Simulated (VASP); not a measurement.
# Si16C in VASP: a series of runs

The runs below take Si16C through single point, with PBE.

Program: VASP 6.6.1. These are calculated values, not measurements. Logs are shortened: lines on timing, memory, paths and dates and some standing lists are left out, and cuts for length are marked.

### 1 The cell of the first run

The cell holds a slab with vacuum, 17 atoms: a = 7.702 Å, b = 6.365 Å, c = 19.753 Å, α = 90.00°, β = 90.00°, γ = 90.00°.

### 2 Single point, PBE, collinear spin

Input file INCAR:

```
PREC     = Accurate       # precision mode
ENCUT    = 520            # plane-wave cutoff, eV
EDIFF    = 1E-6           # SCF threshold, eV
ISMEAR   = 0              # smearing method
SIGMA    = 0.05           # smearing width, eV
LREAL    = Auto         
LASPH    = T              # aspherical terms in the spheres
NELM     = 150            # most SCF steps
ALGO     = Normal         # electronic algorithm
ISIF     = 2              # what is computed and relaxed
LWAVE    = F              # write WAVECAR
LCHARG   = F              # write CHGCAR
ISPIN    = 2              # spin polarisation
MAGMOM   = 0 0 0 0 0 0 0 0 0 0 0 0 0 0 0 0 2 # initial moments
LORBIT   = 11             # projections on sites
LDIPOL   = T            
IDIPOL   = 3            
DIPOL    = 0.5 0.5 0.324
GGA      = PE             # functional
NBANDS   = 52             # bands
KPAR     = 4
```

Input file KPOINTS:

```
regular mesh
0
Gamma
  4 4 1
```

Input file POSCAR:

```
Si16C
1.0
    7.7021643869      0.0000000000      0.0000000000
    0.0000000000      6.3646811531      0.0000000000
    0.0000000000      0.0000000000     19.7525434939
Si C
16 1
Direct
    0.0000000000      0.9370679262      0.2025055660
    0.5000000000      0.9370679262      0.2025055660
    0.0000000000      0.5629320738      0.2025055660
    0.5000000000      0.5629320738      0.2025055660
    0.2500000000      0.4370679262      0.2587875163
    0.7500000000      0.4370679262      0.2587875163
    0.2500000000      0.0629320738      0.2587875163
    0.7500000000      0.0629320738      0.2587875163
    0.2500000000      0.9333044689      0.3720589473
    0.7500000000      0.9333044689      0.3720589473
    0.2500000000      0.5666955311      0.3720589473
    0.7500000000      0.5666955311      0.3720589473
    0.0000000000      0.4259907553      0.4177964978
    0.5000000000      0.4259907553      0.4177964978
    0.0000000000      0.0740092447      0.4177964978
    0.5000000000      0.0740092447      0.4177964978
    0.0833333333      1.0926574220      0.5042777758
```

Potentials or basis: VASP PAW PBE potentials, release 64 (Si, C).

Run with:

```bash
cat potpaw_PBE.64/Si/POTCAR potpaw_PBE.64/C/POTCAR > POTCAR
mpirun -np 4 vasp_std > vasp.out
```

OUTCAR:

```text
PREC = Accurate
   ENCUT = 520
   EDIFF = 1E-6
   ISMEAR = 0
   LREAL = Auto
   LASPH = T
   NELM = 150
   ISIF = 2
   ISPIN = 2
   LORBIT = 11
   GGA = PE

 ion  position               nearest neighbor table
   1  0.000  0.937  0.203-   7 2.36   8 2.36   3 2.38
   2  0.500  0.937  0.203-   7 2.36   8 2.36   4 2.38
   3  0.000  0.563  0.203-   5 2.36   6 2.36   1 2.38
   4  0.500  0.563  0.203-   5 2.36   6 2.36   2 2.38
   5  0.250  0.437  0.259-   3 2.36   4 2.36   7 2.38  11 2.38
   6  0.750  0.437  0.259-   3 2.36   4 2.36   8 2.38  12 2.38
   7  0.250  0.063  0.259-   1 2.36   2 2.36   5 2.38   9 2.38
   8  0.750  0.063  0.259-   1 2.36   2 2.36   6 2.38  10 2.38
   9  0.250  0.933  0.372-  15 2.31  16 2.31  11 2.33   7 2.38
  10  0.750  0.933  0.372-  15 2.31  16 2.31  12 2.33   8 2.38
  11  0.250  0.567  0.372-  13 2.31  14 2.31   9 2.33   5 2.38
  12  0.750  0.567  0.372-  13 2.31  14 2.31  10 2.33   6 2.38
  13  0.000  0.426  0.418-  15 2.24  12 2.31  11 2.31
  14  0.500  0.426  0.418-  16 2.24  12 2.31  11 2.31
  15  0.000  0.074  0.418-  17 1.83  13 2.24   9 2.31  10 2.31
  16  0.500  0.074  0.418-  14 2.24  10 2.31   9 2.31
  17  0.083  0.093  0.504-  15 1.83

  LATTYP: Found a simple orthorhombic cell.
 ALAT       =     6.3646811531
 B/A-ratio  =     1.2101414355
 C/A-ratio  =     3.1034615904

  Lattice vectors:

 A1 = (   0.0000000000,  -6.3646811531,   0.0000000000)
 A2 = (   7.7021643869,   0.0000000000,   0.0000000000)
 A3 = (   0.0000000000,   0.0000000000,  19.7525434939)

Analysis of symmetry for initial positions (statically):
=====================================================================
 Subroutine PRICEL returns:
 Original cell was already a primitive cell.

 Routine SETGRP: Setting up the symmetry group for a
 simple orthorhombic supercell.

 Subroutine GETGRP returns: Found  1 space group operations
 (whereof  1 operations were pure point group operations)
 out of a pool of  8 trial point group operations.

The static configuration has the point symmetry C_1 .

Analysis of symmetry for dynamics (positions and initial velocities):
=====================================================================
 Subroutine PRICEL returns:
 Original cell was already a primitive cell.

 Routine SETGRP: Setting up the symmetry group for a
 simple orthorhombic supercell.

 Subroutine GETGRP returns: Found  1 space group operations
 (whereof  1 operations were pure point group operations)
 out of a pool of  8 trial point group operations.

The dynamic configuration has the point symmetry C_1 .

Analysis of structural, dynamic, and magnetic symmetry:
=====================================================================
 Subroutine PRICEL returns:
 Original cell was already a primitive cell.

 Routine SETGRP: Setting up the symmetry group for a
 simple orthorhombic supercell.

 Subroutine GETGRP returns: Found  1 space group operations
 (whereof  1 operations were pure point group operations)
 out of a pool of  8 trial point group operations.

The overall configuration has the point symmetry C_1 .

 Subroutine INISYM returns: Found  1 space group operations
 (whereof  1 operations are pure point group operations),
 and found     1 'primitive' translations

----------------------------------------------------------------------------------------

                                     Primitive cell

  volume of cell :     968.3056

  direct lattice vectors                    reciprocal lattice vectors
     7.702164387  0.000000000  0.000000000     0.129833635  0.000000000  0.000000000
     0.000000000  6.364681153  0.000000000     0.000000000  0.157117061  0.000000000
     0.000000000  0.000000000 19.752543494     0.000000000  0.000000000  0.050626391

  length of vectors
     7.702164387  6.364681153 19.752543494     0.129833635  0.157117061  0.050626391

  position of ions in fractional coordinates (direct lattice)
     0.000000000  0.937067926  0.202505566
     0.500000000  0.937067926  0.202505566
     0.000000000  0.562932074  0.202505566
     0.500000000  0.562932074  0.202505566
     0.250000000  0.437067926  0.258787516
     0.750000000  0.437067926  0.258787516
[... 9 lines left out ...]
     0.500000000  0.074009245  0.417796498
[... 70 lines left out ...]
   ISTART =      0    job   : 0-new  1-cont  2-samecut
   ICHARG =      2    charge: 1-file 2-atom 10-const
   ISPIN  =      2    spin polarized calculation?
   LNONCOLLINEAR =      F non collinear calculations
   LSORBIT =      F    spin-orbit coupling
   LASPH  =      T    aspherical Exc in radial PAW
   ENCUT  =  520.0 eV  38.22 Ry    6.18 a.u.  14.32 11.83 36.73*2*pi/ulx,y,z
   NELM   =    150;   NELMIN=  2; NELMDL= -5     # of ELM steps
   EDIFF  = 0.1E-05   stopping-criterion for ELM
   LREAL  =      T    real-space projection
   EDIFFG = 0.1E-04   stopping-criterion for IOM
   NSW    =      0    number of steps for IOM
   IBRION =     -1    ionic relax: 0-MD 1-quasi-New 2-CG
   NFREE  =      0    steps in history (QN), initial steepest desc. (CG)
   ISIF   =      2    stress and relaxation
   ISYM   =      2    0-nonsym 1-usesym 2-fastsym
   POTIM  = 0.5000    time-step for ionic-motion
   TEBEG  =    0.0;   TEEND  =   0.0 temperature during run
   PSTRESS=    0.0 pullay stress
   NELECT =      68.0000    total number of electrons
   NUPDOWN=      -1.0000    fix difference up-down
   EMIN   =  10.00;   EMAX   =-10.00  energy-range for DOS
   EFERMI =   0.00;   METHOD = LEGACY
   ISMEAR =     0;   SIGMA  =   0.05  broadening in eV -4-tet -1-fermi 0-gaus
   EFERMI_NEDOS =   21; number of points for ismear=-14 and -15
   IALGO  =     38    algorithm
   IMIX   =      4    mixing-type and parameters
     AMIX     =   0.40;   BMIX     =  1.00
     AMIX_MAG =   1.60;   BMIX_MAG =  1.00
  volume/ion in A,a.u.               =      56.96       384.38
  Fermi-wavevector in a.u.,A,eV,Ry     =   0.675420  1.276358  6.206864  0.456192
  Thomas-Fermi vector in A             =   1.752430
   LORBIT       =     11    0 simple, 1 ext, 2 COOP (PROOUT), +10 PAW based schemes
   GGA     = PE    functional components
   LHFCALC =     F    Hartree Fock is set to
   AEXX    =    0.0000 exact exchange contribution
   IVDW    =     0    specifies the selected vdW correction
   LEPSILON=     F    determine dielectric tensor
   LRPA    =     F    only Hartree local field effects (RPA)
 spin polarized calculation
 Gauss-broadening in eV      SIGMA  =   0.05
  energy-cutoff  :      520.00
  volume of cell :      968.31
 maximum number of plane-waves:     26115
 NGX is ok and might be reduce to    60
   NGX = 29   NGY = 23   NGZ = 73

 dipolmoment           0.000000      0.000000     -0.236963 electrons x Angstroem

 number of electron      67.9999999 magnetization       0.9484880

 dipolmoment           0.000000      0.000000      0.250569 electrons x Angstroem

 Free energy of the ion-electron system (eV)
  ---------------------------------------------------
  ext. energy  EPLUGINS =         0.00000000
  ---------------------------------------------------
  free energy    TOTEN  =       -83.11794889 eV

  energy without entropy =      -83.10387040  energy(sigma->0) =      -83.11090964

 E-fermi :  -1.5065     XC(G=0):  -4.0179

 val. band max:       -1.5212992634   @ k =   0.2500   0.2500   0.0000
 cond. band min:      -1.4984286430   @ k =   0.0000   0.0000   0.0000
 fundamental gap:      0.0228706204
 Fermi energy:        -1.5064961472

 spin component 1

 k-point     1 :       0.0000    0.0000    0.0000
  band No.  band energies     occupation
      1     -13.3020      1.00000
      2     -12.3352      1.00000
      3     -11.4704      1.00000
      4     -11.3217      1.00000
      5     -10.6724      1.00000
      6     -10.0103      1.00000
[... 479 lines left out ...]
     45       1.9136      0.00000
     46       1.9968      0.00000
 Fermi energy:        -1.5064961472

 spin component 2

 k-point     1 :       0.0000    0.0000    0.0000
  band No.  band energies     occupation
      1     -13.1687      1.00000
      2     -12.0803      1.00000
      3     -11.3922      1.00000
      4     -11.2612      1.00000
      5     -10.6609      1.00000
      6      -9.9135      1.00000
[... 479 lines left out ...]
     45       1.9351      0.00000
     46       2.0348      0.00000
 [bands above 46 left out]

------------------------ aborting loop because EDIFF is reached ----------------------------------------

 vacuum level on the upper side and lower side of the slab       (xc-potential included)         0.423        -0.529

  FORCE on cell =-STRESS in cart. coord.  units (eV):
  Direction    XX          YY          ZZ          XY          YZ          ZX
  --------------------------------------------------------------------------------------
  -------------------------------------------------------------------------------------
  Total        2.6385335     -0.9760219     -1.8588288      0.8263821      1.6856855      0.0662738
  in kB        4.3657688     -1.6149447     -3.0756543      1.3673478      2.7891681      0.1096579
  external PRESSURE =      -0.1082768 kB  Pullay stress =       0.0000000 kB

 VOLUME and BASIS-vectors are now :
 -----------------------------------------------------------------------------
  energy-cutoff  :      520.00
  volume of cell :      968.31
      direct lattice vectors                 reciprocal lattice vectors
     7.702164387  0.000000000  0.000000000     0.129833635  0.000000000  0.000000000
     0.000000000  6.364681153  0.000000000     0.000000000  0.157117061  0.000000000
     0.000000000  0.000000000 19.752543494     0.000000000  0.000000000  0.050626391

 POSITION                                       TOTAL-FORCE (eV/Angst)
 -----------------------------------------------------------------------------------
      0.00000      5.96414      4.00000        -0.018237     -0.791275      0.634583
      3.85108      5.96414      4.00000        -0.091869     -0.563346      0.532746
      0.00000      3.58288      4.00000         0.006514      0.799144      0.648289
      3.85108      3.58288      4.00000         0.023602      0.572476      0.492357
      1.92554      2.78180      5.11171         0.054830      0.025641     -0.597904
      5.77662      2.78180      5.11171        -0.034340     -0.012898     -0.640530
[... 9 lines left out ...]
      3.85108      0.47105      8.25254        -0.120133      0.053650      0.005853
      0.64185      0.58973      9.96077        -0.004443      0.731753      0.029375
 -----------------------------------------------------------------------------------
    total drift:                               -0.000017     -0.001548     -0.026506

  FREE ENERGIE OF THE ION-ELECTRON SYSTEM (eV)
  ---------------------------------------------------
  free  energy   TOTEN  =       -83.1179488852 eV

  energy  without entropy=      -83.1038703952  energy(sigma->0) =      -83.11090964

 vacuum level on the upper side and lower side of the slab         4.122         3.169

 total charge

# of ion       s       p       d       tot
------------------------------------------
    1        0.793   0.836   0.000   1.628
    2        0.794   0.835   0.000   1.629
    3        0.793   0.835   0.000   1.627
    4        0.795   0.834   0.000   1.629
    5        0.765   0.886   0.000   1.652
    6        0.764   0.886   0.000   1.650
[... 9 lines left out ...]
   16        0.784   0.891   0.000   1.675
   17        1.007   1.128   0.000   2.135
--------------------------------------------------
tot         13.400  15.401   0.000  28.801

 magnetization (x)

# of ion       s       p       d       tot
------------------------------------------
    1       -0.002  -0.012   0.000  -0.014
    2       -0.006  -0.053   0.000  -0.059
    3        0.005   0.018   0.000   0.023
    4        0.010   0.058   0.000   0.068
    5        0.001   0.001   0.000   0.002
    6        0.000   0.000   0.000   0.000
[... 9 lines left out ...]
   16        0.002   0.003   0.000   0.004
   17        0.017   0.341   0.000   0.358
--------------------------------------------------
tot          0.041   0.366   0.000   0.407
```

Wall time 14 min (4 MPI ranks of Intel Xeon Platinum 8259CL at 2.50GHz (Skylake/Cascade Lake), shared host); peak memory 1.6 GiB.

Results:

| Quantity | Value |
| --- | --- |
| Free energy | -83.1179 eV |
| Largest force | 1.029 eV/Å |
| Net moment | 0.95 μB per cell |
| Site moments | Si -0.01, -0.06, +0.02, +0.07, +0.00, +0.01 (each value once); C +0.36 μB |
| Valence electrons inside the program's atomic spheres | Si 1.63, 1.65, 1.69, 1.68, 1.67, 1.77 (each value once); C 2.13 |

Forces in eV/Å, atoms in the order of the input:
```
Si  -0.018 -0.791  0.635
Si  -0.092 -0.563  0.533
Si   0.007  0.799  0.648
Si   0.024  0.572  0.492
Si   0.055  0.026 -0.598
Si  -0.034 -0.013 -0.641
Si   0.121 -0.024 -0.631
Si  -0.067 -0.052 -0.516
Si   0.291 -0.081 -0.346
Si  -0.146 -0.093 -0.283
Si  -0.152 -0.062  0.005
Si   0.041 -0.101  0.120
Si   0.390  0.474  0.512
Si  -0.019 -0.029 -0.005
Si  -0.276 -0.848  0.039
Si  -0.120  0.054  0.006
C   -0.004  0.732  0.029
```

Levels at points of the mesh, in eV from the Fermi level:
Spin up:
```csv
k point,band 33,band 34,band 35,band 36,band 37,band 38
"(0.00, 0.00, 0.00)",-0.27,0.01,0.04,0.37,0.77,0.99
"(0.50, 0.00, 0.00)",-0.08,-0.05,0.02,0.71,0.96,1.01
"(0.00, 0.50, 0.00)",-0.66,-0.15,-0.02,0.13,0.55,0.87
"(0.50, 0.50, 0.00)",-0.50,-0.29,-0.11,0.24,0.58,0.75
```
Spin down:
```tsv
k point	band 31	band 32	band 33	band 34	band 35	band 36
(0.00, 0.00, 0.00)	-0.71	-0.42	-0.12	0.03	0.38	0.75
(0.50, 0.00, 0.00)	-0.83	-0.42	-0.04	0.20	0.73	0.94
(0.00, 0.50, 0.00)	-0.92	-0.85	-0.60	-0.13	0.34	0.64
(0.50, 0.50, 0.00)	-0.53	-0.45	-0.38	-0.09	0.25	0.30
```

Caveat: a moment this small can come from the mesh or the smearing.

### 3 Single point, PBE, collinear spin

Input file INCAR:

```
SYSTEM = Si16C
PREC = Accurate
ENCUT = 520
EDIFF = 1E-6
ISMEAR = 0
SIGMA = 0.05
LREAL = Auto
LASPH = .TRUE.
NELM = 150
ALGO = Normal
ISIF = 2
LWAVE = .FALSE.
LCHARG = .FALSE.
ISPIN = 2
MAGMOM = 0 0 0 0 0 0 0 0 0 0 0 0 0 0 0 0 2
LORBIT = 11
LDIPOL = .TRUE.
IDIPOL = 3
DIPOL = 0.5 0.5 0.324
GGA = PE
NBANDS = 52
KPAR = 4
```

Input file KPOINTS:

```
regular mesh
0
G
  4 4 1
  0 0 0
```

POSCAR, as its differences from that of step 2:

```diff
@@ -24,2 +24,2 @@
     0.5000000000      0.0740092447      0.4177964978
-    0.0833333333      1.0926574220      0.5042777758
+    0.0833333333      0.4259907553      0.5047830491
```

Potentials or basis: VASP PAW PBE potentials, release 64 (Si, C).

Run with:

```bash
cat potpaw_PBE.64/Si/POTCAR potpaw_PBE.64/C/POTCAR > POTCAR
mpirun -np 4 vasp_std > vasp.out
```

Run time: 16 min. Hardware: 4 MPI ranks of Oxide Virtual Turin-like, shared host; peak memory 1.6 GiB.

Results (log left out):

```
Free energy                                           : -83.0457 eV
Largest force                                         : 1.038 eV/Å
Net moment                                            : 0.88 μB per cell
Site moments                                          : Si +0.01, +0.07, -0.01, -0.06, +0.00, -0.00, +0.02 (each value once); C +0.37 μB
Valence electrons inside the program's atomic spheres : Si 1.63, 1.65, 1.69, 1.68, 1.77, 1.67 (each value once); C 2.13
```

Forces on the atoms (eV/Å):
```
Si   0.004 -0.813  0.646
Si   0.028 -0.552  0.504
Si  -0.023  0.802  0.626
Si  -0.095  0.532  0.516
Si   0.115  0.014 -0.622
Si  -0.074  0.052 -0.502
Si   0.047 -0.024 -0.573
Si  -0.029  0.022 -0.631
Si  -0.146  0.063  0.003
Si   0.040  0.080  0.115
Si   0.342  0.091 -0.305
Si  -0.152  0.105 -0.306
Si  -0.314  0.674  0.156
Si  -0.118 -0.063  0.012
Si   0.305 -0.531  0.336
Si  -0.015  0.032 -0.003
C    0.086 -0.485  0.028
```

Levels at points of the mesh, in eV from the Fermi level:
Spin up:
```csv
k point,band 32,band 33,band 34,band 35,band 36,band 37,band 38,band 39
"(0.00, 0.00, 0.00)",-0.43,-0.28,0.01,0.04,0.36,0.66,0.97,1.31
"(0.50, 0.00, 0.00)",-0.57,-0.09,-0.06,0.04,0.60,0.94,1.02,1.44
"(0.00, 0.50, 0.00)",-0.93,-0.65,-0.16,-0.05,0.16,0.52,0.88,1.22
"(0.50, 0.50, 0.00)",-0.57,-0.51,-0.29,-0.08,0.24,0.58,0.75,0.94
```
Spin down:
```tsv
k point	band 30	band 31	band 32	band 33	band 34	band 35	band 36	band 37
(0.00, 0.00, 0.00)	-0.80	-0.71	-0.41	-0.12	0.03	0.36	0.74	1.05
(0.50, 0.00, 0.00)	-1.13	-0.86	-0.42	-0.05	0.23	0.70	0.93	1.01
(0.00, 0.50, 0.00)	-1.00	-0.93	-0.88	-0.61	-0.13	0.34	0.62	0.89
(0.50, 0.50, 0.00)	-0.86	-0.52	-0.47	-0.39	-0.07	0.24	0.30	0.64
```

Caveat: a moment this small can come from the mesh or the smearing.
